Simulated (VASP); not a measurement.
# Sn (I4_1/amd) in VASP: further runs, part 2 of 2

VASP 6.6.1. The steps go on from the part before.

## Step 3: Single point, PBE (strain +0.015 along x and y, -0.015 along z)

File INCAR:

```
  ALGO = Fast
  EDIFF = 1E-7
  ENCUT = 520
  GGA = PE
  ISIF = 2
  ISMEAR = 0
  LASPH = True
  LCHARG = False
  LREAL = False
  LWAVE = False
  NBANDS = 21
  NELM = 100
  PREC = Accurate
  SIGMA = 0.15
```

File KPOINTS:

```
k-points
0
Gamma
  12 12 12
```

File POSCAR:

```
Sn
1.0
    0.0000000000      3.2942840000      3.1969160000
    3.2942840000      0.0000000000      3.1969160000
    3.2942840000      3.2942840000      0.0000000000
Sn
2
Direct
    0.5000000000      0.5000000000      0.5000000000
    0.7500000000      0.7500000000      0.7500000000
```

Potentials or basis: VASP PAW PBE potentials, release 64 (Sn_d).

The run is started by

```console
> cat potpaw_PBE.64/Sn_d/POTCAR > POTCAR
> mpirun -np 1 vasp_std > vasp.out
```

OUTCAR:

```text
EDIFF = 1E-7
   ENCUT = 520
   GGA = PE
   ISIF = 2
   ISMEAR = 0
   LASPH = True
   LREAL = False
   NELM = 100
   PREC = Accurate

 ion  position               nearest neighbor table
   1  0.500  0.500  0.500-   2 2.83   2 2.83   2 2.83   2 2.83
   2  0.750  0.750  0.750-   1 2.83   1 2.83   1 2.83   1 2.83

  LATTYP: Found a body centered tetragonal cell.
 ALAT       =     4.6588211111
 C/A-ratio  =     1.3724141467

  Lattice vectors:

 A1 = (   0.0000000000,  -3.2942840000,  -3.1969160000)
 A2 = (   0.0000000000,   3.2942840000,  -3.1969160000)
 A3 = (   3.2942840000,   0.0000000000,   3.1969160000)

Analysis of symmetry for initial positions (statically):
=====================================================================
 Subroutine PRICEL returns:
 Original cell was already a primitive cell.

 Routine SETGRP: Setting up the symmetry group for a
 body centered tetragonal supercell.

 Subroutine GETGRP returns: Found 16 space group operations
 (whereof  8 operations were pure point group operations)
 out of a pool of 16 trial point group operations.

The static configuration has the point symmetry D_2d.
 The point group associated with its full space group is D_4h.
[... 160 lines left out ...]
  free energy    TOTEN  =        -7.65877255 eV

  energy without entropy =       -7.65681405  energy(sigma->0) =       -7.65779330

 E-fermi :   5.4969     XC(G=0):  -8.8099

 val. band max:        5.4878092937   @ k =   0.0833   0.0000   0.0000
 cond. band min:       5.5010352466   @ k =   0.0000   0.0000   0.0000
 fundamental gap:      0.0132259529
 Fermi energy:         5.4968873542

 k-point     1 :       0.0000    0.0000    0.0000
  band No.  band energies     occupation
      1     -16.1827      2.00000
      2     -16.1714      2.00000
      3     -16.1714      2.00000
      4     -16.1196      2.00000
      5     -16.1158      2.00000
      6     -15.8278      2.00000
[... 565 lines left out ...]
     20      13.3145      0.00000
     21      13.6057      0.00000

 [... further k-points ...]

------------------------ aborting loop because EDIFF is reached ----------------------------------------

  FORCE on cell =-STRESS in cart. coord.  units (eV):
  Direction    XX          YY          ZZ          XY          YZ          ZX
  --------------------------------------------------------------------------------------
  -------------------------------------------------------------------------------------
  Total        0.9326002      0.9326002      1.2871666      0.0000000      0.0000000      0.0000000
  in kB       21.5339045     21.5339045     29.7209071      0.0000000      0.0000000      0.0000000
  external PRESSURE =      24.2629054 kB  Pullay stress =       0.0000000 kB

 VOLUME and BASIS-vectors are now :
 -----------------------------------------------------------------------------
  energy-cutoff  :      520.00
  volume of cell :       69.39
      direct lattice vectors                 reciprocal lattice vectors
     0.000000000  3.294284000  3.196916000    -0.151778049  0.151778049  0.156400731
     3.294284000  0.000000000  3.196916000     0.151778049 -0.151778049  0.156400731
     3.294284000  3.294284000  0.000000000     0.151778049  0.151778049 -0.156400731

 POSITION                                       TOTAL-FORCE (eV/Angst)
 -----------------------------------------------------------------------------------
      3.29428      3.29428      3.19692         0.000000      0.000000      0.000000
      4.94143      4.94143      4.79537        -0.000000     -0.000000     -0.000000
 -----------------------------------------------------------------------------------
    total drift:                                0.000000      0.000000      0.000000

  FREE ENERGIE OF THE ION-ELECTRON SYSTEM (eV)
  ---------------------------------------------------
  free  energy   TOTEN  =        -7.6587725529 eV

  energy  without entropy=       -7.6568140474  energy(sigma->0) =       -7.65779330
```

OSZICAR:

```text
N       E                     dE             d eps       ncg     rms          rms(c)
DAV:   1     0.228851271967E+03    0.22885E+03   -0.14912E+04  6921   0.194E+03
DAV:   2     0.172264376194E+02   -0.21162E+03   -0.20713E+03  6876   0.447E+02
DAV:   3    -0.691113708104E+01   -0.24138E+02   -0.23999E+02  8096   0.140E+02
DAV:   4    -0.768915865283E+01   -0.77802E+00   -0.77772E+00  7671   0.283E+01
DAV:   5    -0.771580963044E+01   -0.26651E-01   -0.26650E-01 10052   0.510E+00    0.314E+00
RMM:   6    -0.767519599873E+01    0.40614E-01   -0.21883E-02  8455   0.179E+00    0.187E+00
RMM:   7    -0.765607218336E+01    0.19124E-01   -0.50463E-02  8717   0.229E+00    0.161E-01
RMM:   8    -0.765812569020E+01   -0.20535E-02   -0.86432E-03  8602   0.844E-01    0.540E-02
RMM:   9    -0.765866618311E+01   -0.54049E-03   -0.29363E-03  9553   0.549E-01    0.455E-02
RMM:  10    -0.765875871274E+01   -0.92530E-04   -0.87836E-04  9771   0.256E-01    0.133E-02
RMM:  11    -0.765877143742E+01   -0.12725E-04   -0.11168E-04 11009   0.840E-02    0.357E-03
RMM:  12    -0.765877250888E+01   -0.10715E-05   -0.12686E-05 10708   0.292E-02    0.159E-03
RMM:  13    -0.765877246925E+01    0.39639E-07   -0.29660E-06 10562   0.138E-02    0.127E-03
RMM:  14    -0.765877257181E+01   -0.10257E-06   -0.54711E-07  6864   0.645E-03    0.286E-04
RMM:  15    -0.765877255288E+01    0.18932E-07   -0.15539E-07  5105   0.347E-03
   1 F= -.76587726E+01 E0= -.76577933E+01  d E =-.195851E-02
```

Run time: 6.6 min. Hardware: 1 thread of Intel Xeon Platinum 8259CL at 2.50GHz (Skylake/Cascade Lake), shared host; peak memory 0.33 GiB.

Results:

```yaml
Free_energy: -7.6588 eV
Pressure: 2.4 GPa
Band_gap_on_the_k_mesh: zero (bands 14 and 15 overlap by 0.07 eV)
```

Caveat: the cell differs from its parent crystal (strain +0.015 along x and y, -0.015 along z); spin-orbit coupling is left out, which moves the levels of the heavy elements.
